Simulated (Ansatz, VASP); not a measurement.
One calculation of ZnO, two programs

```
CELL_PARAMETERS angstrom
2.96629 0.00000 0.00000
-1.48315 2.56888 0.00000
0.00000 0.00000 5.11427
ATOMIC_POSITIONS crystal
Zn 0.00000 0.00000 0.00000
Zn 0.00000 0.00000 0.50000
O 0.33333 0.66667 0.25000
O 0.66667 0.33333 0.75000
```

Alike in both runs: task single point; functional r2SCAN; dispersion rVV10; k mesh 12 × 12 × 6; occupations fermi-dirac, width 0.03 eV; no spin polarisation.

|  | VASP | Ansatz |
| --- | --- | --- |
| version | VASP 6.6.1 | Ansatz 0.2.0 |
| potentials or method | VASP PAW PBE potentials, release 64 (Zn, O) | plane waves, PAW |
| plane-wave cutoff (eV) | 520 | 500 |
| valence electrons in the cell | 36 | 36 |

VASP gave:

| Quantity | Value |
| --- | --- |
| gap on the k mesh at the Fermi level (eV) | 1.35 |
| pressure (GPa) | 1.5 |
| traceless stress, the component that is largest in VASP (GPa) | 0.28 |

Q: What did Ansatz give for the same quantities?

A: gap on the k mesh at the Fermi level (eV): 1.37; pressure (GPa): 0.0; traceless stress, the component that is largest in VASP (GPa): -0.01.

VASP's potentials were made for PBE, not for r2SCAN.
